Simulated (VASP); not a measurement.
# ZrF2 (I4_1/amd) in VASP: single point with PBE

Aim: the single point of ZrF2 with PBE.

Program: VASP 6.6.1. These are calculated values, not measurements. Logs are shortened: lines on timing, memory, paths and dates and some standing lists are left out, and cuts for length are marked.

## Step 1: The cell of the first run

The structure is tetragonal, space group I4_1/amd (No. 141). Conventional cell: a = 4.009 Å, b = 4.009 Å, c = 9.689 Å, α = 90.00°, β = 90.00°, γ = 90.00°. Within 3.4 Å of Zr (site symmetry -4m2) lie 8 F at 2.55 Å and 4 Zr at 3.14 Å. F (site symmetry 2/m) has 6 F at 2.00 to 2.81 Å and 4 Zr at 2.55 Å within 2.9 Å.

The cell was generated, and may not be a known phase.

## Step 2: Single point, PBE

INCAR reads:

```
SYSTEM = ZrF2
PREC = Accurate
ENCUT = 520
EDIFF = 1E-6
ISMEAR = 0
SIGMA = 0.1
LREAL = .False.
LASPH = .True.
NELM = 80
ALGO = Normal
ISIF = 2
LWAVE = .False.
LCHARG = .False.
GGA = PE
NBANDS = 35
```

KPOINTS reads:

```
Automatic mesh
0
Gamma
  14 14 14
  0 0 0
```

POSCAR reads:

```
ZrF2
1.0
   -2.0043226710      2.0043226710      4.8444397117
    2.0043226710     -2.0043226710      4.8444397117
    2.0043226710      2.0043226710     -4.8444397117
Zr F
2 4
Direct
    0.2500000000      0.7500000000      0.5000000000
    0.5000000000      0.5000000000      0.0000000000
    0.3750000000      0.1250000000      0.2500000000
    0.8750000000      0.1250000000      0.7500000000
    0.8750000000      0.1250000000      0.2500000000
    0.8750000000      0.6250000000      0.7500000000
```

Potentials or basis: VASP PAW PBE potentials, release 64 (Zr_sv, F).

Command:

```sh
cat potpaw_PBE.64/Zr_sv/POTCAR potpaw_PBE.64/F/POTCAR > POTCAR
mpirun -np 1 vasp_std > vasp.out
```

OUTCAR:

```text
SYSTEM = ZrF2
   PREC = Accurate
   ENCUT = 520
   EDIFF = 1E-6
   ISMEAR = 0
   LREAL = .False.
   LASPH = .True.
   NELM = 80
   ISIF = 2
   GGA = PE

 ion  position               nearest neighbor table
   1  0.250  0.750  0.500-   5 2.55   3 2.55   4 2.55   5 2.55   6 2.55   4 2.55   3 2.55   6 2.55
                             2 3.14   2 3.14   2 3.14   2 3.14
   2  0.500  0.500  0.000-   4 2.55   6 2.55   4 2.55   5 2.55   3 2.55   5 2.55   6 2.55   3 2.55
                             1 3.14   1 3.14   1 3.14   1 3.14
   3  0.375  0.125  0.250-   2 2.55   1 2.55   1 2.55   2 2.55
   4  0.875  0.125  0.750-   1 2.55   1 2.55   2 2.55   2 2.55
   5  0.875  0.125  0.250-   2 2.55   1 2.55   2 2.55   1 2.55
   6  0.875  0.625  0.750-   1 2.55   2 2.55   2 2.55   1 2.55

  LATTYP: Found a body centered tetragonal cell.
 ALAT       =     4.0086453420
 C/A-ratio  =     2.4169959168

  Lattice vectors:

 A1 = (  -2.0043226710,   2.0043226710,   4.8444397117)
 A2 = (   2.0043226710,  -2.0043226710,   4.8444397117)
 A3 = (   2.0043226710,   2.0043226710,  -4.8444397117)

Analysis of symmetry for initial positions (statically):
=====================================================================
 Subroutine PRICEL returns:
 Original cell was already a primitive cell.

 Routine SETGRP: Setting up the symmetry group for a
 body centered tetragonal supercell.

 Subroutine GETGRP returns: Found 16 space group operations
 (whereof  8 operations were pure point group operations)
 out of a pool of 16 trial point group operations.

The static configuration has the point symmetry D_2d.
 The point group associated with its full space group is D_4h.

Analysis of symmetry for dynamics (positions and initial velocities):
=====================================================================
 Subroutine PRICEL returns:
 Original cell was already a primitive cell.

 Routine SETGRP: Setting up the symmetry group for a
 body centered tetragonal supercell.

 Subroutine GETGRP returns: Found 16 space group operations
 (whereof  8 operations were pure point group operations)
 out of a pool of 16 trial point group operations.

The dynamic configuration has the point symmetry D_2d.
 The point group associated with its full space group is D_4h.

 Subroutine INISYM returns: Found 16 space group operations
 (whereof  8 operations are pure point group operations),
 and found     1 'primitive' translations

----------------------------------------------------------------------------------------

                                     Primitive cell

  volume of cell :      77.8465

  direct lattice vectors                    reciprocal lattice vectors
    -2.004322671  2.004322671  4.844439712     0.000000000  0.249460831  0.103211110
     2.004322671 -2.004322671  4.844439712     0.249460831  0.000000000  0.103211110
     2.004322671  2.004322671 -4.844439712     0.249460831  0.249460831  0.000000000

  length of vectors
     5.612772475  5.612772475  5.612772475     0.269968961  0.269968961  0.352790891

  position of ions in fractional coordinates (direct lattice)
     0.250000000  0.750000000  0.500000000
     0.500000000  0.500000000  0.000000000
     0.375000000  0.125000000  0.250000000
     0.875000000  0.125000000  0.750000000
     0.875000000  0.125000000  0.250000000
     0.875000000  0.625000000  0.750000000

  ion indices of the primitive-cell ions
   primitive index   ion index
                 1           1
                 2           2
                 3           3
                 4           4
                 5           5
                 6           6

----------------------------------------------------------------------------------------

 KPOINTS: Automatic mesh

Automatic generation of k-mesh.
 Grid dimensions read from file:
 generate k-points for:   14   14   14

 Generating k-lattice:

  Cartesian coordinates                     Fractional coordinates (reciprocal lattice)
     0.000000000  0.017818631  0.007372222     0.071428571 -0.000000000  0.000000000
     0.017818631  0.000000000  0.007372222    -0.000000000  0.071428571  0.000000000
     0.017818631  0.017818631  0.000000000     0.000000000  0.000000000  0.071428571

  Length of vectors
     0.019283497  0.019283497  0.025199349

  Shift w.r.t. Gamma in fractional coordinates (k-lattice)
     0.000000000  0.000000000  0.000000000

 Subroutine IBZKPT returns following result:
 ===========================================

 Found    244 irreducible k-points:

 Following reciprocal coordinates:
            Coordinates               Weight
  0.000000  0.000000  0.000000      1.000000
  0.071429  0.000000 -0.000000      8.000000
  0.142857 -0.000000  0.000000      8.000000
  0.214286  0.000000 -0.000000      8.000000
  0.285714  0.000000 -0.000000      8.000000
  0.357143  0.000000 -0.000000      8.000000
[... 16 lines left out ...]
  0.214286  0.142857  0.000000     16.000000
  0.285714  0.142857  0.000000     16.000000
 [... further k-points ...]
   k-points           NKPTS =    244   k-points in BZ     NKDIM =    244   number of bands    NBANDS=     35
   number of dos      NEDOS =    301   number of ions     NIONS =      6
   total plane-waves  NPLWV =  74088
   dimension x,y,z NGX =    42 NGY =   42 NGZ =   42
   dimension x,y,z NGXF=    84 NGYF=   84 NGZF=   84
   ions per type =               2   4
   NGX,Y,Z   is equivalent  to a cutoff of  12.44, 12.44, 12.44 a.u.
   NGXF,Y,Z  is equivalent  to a cutoff of  24.88, 24.88, 24.88 a.u.
 SYSTEM =  ZrF2
   PREC   = accura    normal or accurate (medium, high low for compatibility)
   ISTART =      0    job   : 0-new  1-cont  2-samecut
   ICHARG =      2    charge: 1-file 2-atom 10-const
   ISPIN  =      1    spin polarized calculation?
   LNONCOLLINEAR =      F non collinear calculations
   LSORBIT =      F    spin-orbit coupling
   LASPH  =      T    aspherical Exc in radial PAW
   ENCUT  =  520.0 eV  38.22 Ry    6.18 a.u.  10.44 10.44 10.44*2*pi/ulx,y,z
   NELM   =     80;   NELMIN=  2; NELMDL= -5     # of ELM steps
   EDIFF  = 0.1E-05   stopping-criterion for ELM
   LREAL  =      F    real-space projection
[... 7 lines left out ...]
   TEBEG  =    0.0;   TEEND  =   0.0 temperature during run
   PSTRESS=    0.0 pullay stress
   NELECT =      52.0000    total number of electrons
   NUPDOWN=      -1.0000    fix difference up-down
   EMIN   =  10.00;   EMAX   =-10.00  energy-range for DOS
   EFERMI =   0.00;   METHOD = LEGACY
   ISMEAR =     0;   SIGMA  =   0.10  broadening in eV -4-tet -1-fermi 0-gaus
   EFERMI_NEDOS =   21; number of points for ismear=-14 and -15
   IALGO  =     38    algorithm
   IMIX   =      4    mixing-type and parameters
     AMIX     =   0.40;   BMIX     =  1.00
     AMIX_MAG =   1.60;   BMIX_MAG =  1.00
  volume/ion in A,a.u.               =      12.97        87.56
  Fermi-wavevector in a.u.,A,eV,Ry     =   1.431077  2.704343 27.864479  2.047981
  Thomas-Fermi vector in A             =   2.550853
   LORBIT       =      0    0 simple, 1 ext, 2 COOP (PROOUT), +10 PAW based schemes
   GGA     = PE    functional components
   LHFCALC =     F    Hartree Fock is set to
   AEXX    =    0.0000 exact exchange contribution
   IVDW    =     0    specifies the selected vdW correction
   LEPSILON=     F    determine dielectric tensor
   LRPA    =     F    only Hartree local field effects (RPA)
 non-spin polarized calculation
 Gauss-broadening in eV      SIGMA  =   0.10
  energy-cutoff  :      520.00
  volume of cell :       77.85
 maximum number of plane-waves:      2131
 NGX is ok and might be reduce to    42
   NGX = 21   NGY = 21   NGZ = 21

 number of electron      51.9999993 magnetization

 Free energy of the ion-electron system (eV)
  ---------------------------------------------------
  ext. energy  EPLUGINS =         0.00000000
  ---------------------------------------------------
  free energy    TOTEN  =       -34.16965271 eV

  energy without entropy =      -34.16006822  energy(sigma->0) =      -34.16486046

 E-fermi :   7.0016     XC(G=0): -11.0552

 val. band max:        7.0003800574   @ k =  -0.4286   0.4286   0.0000
 cond. band min:       7.0216132640   @ k =  -0.0714   0.0714   0.0000
 fundamental gap:      0.0212332066
 Fermi energy:         7.0016192049

 k-point     1 :       0.0000    0.0000    0.0000
  band No.  band energies     occupation
      1     -43.3249      2.00000
      2     -43.2135      2.00000
      3     -21.4562      2.00000
      4     -21.3695      2.00000
      5     -21.3695      2.00000
      6     -21.2291      2.00000
[... 27 lines left out ...]
     34      10.7090      0.00000
     35      10.7090      0.00000

 k-point     2 :       0.0714    0.0000   -0.0000
  band No.  band energies     occupation
      1     -43.3237      2.00000
      2     -43.2145      2.00000
      3     -21.4500      2.00000
      4     -21.3736      2.00000
      5     -21.3705      2.00000
      6     -21.2381      2.00000
[... 27 lines left out ...]
     34      10.5681      0.00000
     35      10.7038      0.00000

 k-point     3 :       0.1429   -0.0000    0.0000
  band No.  band energies     occupation
      1     -43.3202      2.00000
      2     -43.2172      2.00000
      3     -21.4366      2.00000
      4     -21.3875      2.00000
      5     -21.3729      2.00000
      6     -21.2558      2.00000
[... 27 lines left out ...]
     34      10.2517      0.00000
     35      10.6886      0.00000
[... 723 lines left out ...]
 k-point    23 :       0.2143    0.1429    0.0000
  band No.  band energies     occupation
      1     -43.3074      2.00000
      2     -43.2282      2.00000
      3     -21.4536      2.00000
      4     -21.4202      2.00000
      5     -21.3742      2.00000
      6     -21.2593      2.00000
[... 27 lines left out ...]
     34      10.0140      0.00000
     35      10.6190      0.00000

 k-point    24 :       0.2857    0.1429    0.0000
  band No.  band energies     occupation
      1     -43.3006      2.00000
      2     -43.2339      2.00000
      3     -21.4938      2.00000
      4     -21.4243      2.00000
      5     -21.3838      2.00000
      6     -21.2477      2.00000
[... 27 lines left out ...]
     34      10.1733      0.00000
     35      10.7117      0.00000

 [... further k-points ...]
[... 5 lines left out ...]
  --------------------------------------------------------------------------------------
  -------------------------------------------------------------------------------------
  Total       -0.0592963     -0.0592963     -0.0996655      0.0000000      0.0000000      0.0000000
  in kB       -1.2203912     -1.2203912     -2.0512412      0.0000000      0.0000000      0.0000000
  external PRESSURE =      -1.4973412 kB  Pullay stress =       0.0000000 kB

 VOLUME and BASIS-vectors are now :
 -----------------------------------------------------------------------------
  energy-cutoff  :      520.00
  volume of cell :       77.85
      direct lattice vectors                 reciprocal lattice vectors
    -2.004322671  2.004322671  4.844439712     0.000000000  0.249460831  0.103211110
     2.004322671 -2.004322671  4.844439712     0.249460831  0.000000000  0.103211110
     2.004322671  2.004322671 -4.844439712     0.249460831  0.249460831  0.000000000

 POSITION                                       TOTAL-FORCE (eV/Angst)
 -----------------------------------------------------------------------------------
      2.00432      0.00000      2.42222         0.000000     -0.000000      0.000000
      0.00000      0.00000      4.84444        -0.000000      0.000000      0.000000
      0.00000      1.00216      1.21111        -0.000000      0.000000     -0.000000
      0.00000      3.00648      1.21111        -0.000000      0.000000     -0.000000
     -1.00216      2.00432      3.63333        -0.000000      0.000000     -0.000000
      1.00216      2.00432      3.63333        -0.000000      0.000000     -0.000000
 -----------------------------------------------------------------------------------
    total drift:                                0.000000      0.000000     -0.000000

  FREE ENERGIE OF THE ION-ELECTRON SYSTEM (eV)
  ---------------------------------------------------
  free  energy   TOTEN  =       -34.1696527067 eV

  energy  without entropy=      -34.1600682182  energy(sigma->0) =      -34.16486046
```

Run time: 14 min. Hardware: 1 thread of Intel Xeon Platinum 8259CL at 2.50GHz (Skylake/Cascade Lake), shared host; peak memory 0.62 GiB.

Results:

```yaml
Free_energy: -34.1697 eV
Pressure: -0.1 GPa
Band_gap_on_the_k_mesh: zero (bands 26 and 27 overlap by 0.36 eV)
```

The gap in the log of VASP goes by the Fermi energy; the results here count the filled bands.